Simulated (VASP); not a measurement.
A run of VASP 6.6.1 is set up as follows.

File POSCAR:

```
BP
1.0
    0.0000000000      2.3778753193      2.2234512309
    2.3778753193      0.0000000000      2.2234512309
    2.3778753193      2.3778753193      0.0000000000
B P
1 1
Direct
    0.0000000000      0.0000000000      0.0000000000
    0.2500000000      0.2500000000      0.2500000000
```

File INCAR.step1:

```
PREC     = Accurate       # precision mode
ENCUT    = 520            # plane-wave cutoff, eV
EDIFF    = 1E-5           # SCF threshold, eV
ISMEAR   = 0              # smearing method
SIGMA    = 0.01           # smearing width, eV
LREAL    = False          # projectors in reciprocal space
LASPH    = True           # aspherical terms in the spheres
NELM     = 60             # most SCF steps
ALGO     = Normal         # electronic algorithm
ISIF     = 2              # what is computed and relaxed
LWAVE    = True           # write WAVECAR
LCHARG   = False          # write CHGCAR
GGA      = PE             # functional
NBANDS   = 11             # bands
```

File INCAR.step2:

```
PREC     = Accurate       # precision mode
ENCUT    = 520            # plane-wave cutoff, eV
EDIFF    = 1E-7           # SCF threshold, eV
ISMEAR   = 0              # smearing method
SIGMA    = 0.01           # smearing width, eV
LREAL    = False          # projectors in reciprocal space
LASPH    = True           # aspherical terms in the spheres
NELM     = 60             # most SCF steps
ALGO     = Normal         # electronic algorithm
ISIF     = 2              # what is computed and relaxed
LWAVE    = False          # write WAVECAR
LCHARG   = False          # write CHGCAR
GGA      = PE             # functional
LHFCALC  = True           # exact exchange
HFSCREEN = 0.2079         # screening, 1/A
PRECFOCK = Normal       
ISTART   = 1            
NBANDS   = 11             # bands
```

Contents of KPOINTS:

```
regular mesh
0
Gamma
  6 6 6
```

Potentials or basis: VASP PAW PBE potentials, release 64 (B, P).

The run is started by

```bash
$ cat potpaw_PBE.64/B/POTCAR potpaw_PBE.64/P/POTCAR > POTCAR
$ cp INCAR.step1 INCAR
$ mpirun -np 1 vasp_std > vasp.out
$ cp INCAR.step2 INCAR
$ mpirun -np 1 vasp_std > vasp.out
```

What does it give for the band gap on the k mesh?

1.20 eV, indirect (least direct gap 3.58 eV).

Predict the pressure.

-12.8 GPa.

Stress tensor (GPa, compression positive):
```
-18.24   0.00   0.00
  0.00 -18.24   0.00
  0.00   0.00  -1.83
```

Caveat: the cell differs from its parent crystal (epitaxial xy strain +4.8%); the PAW data sets were made with another functional, which shifts forces and pressure a little. A k mesh can miss the band edges.
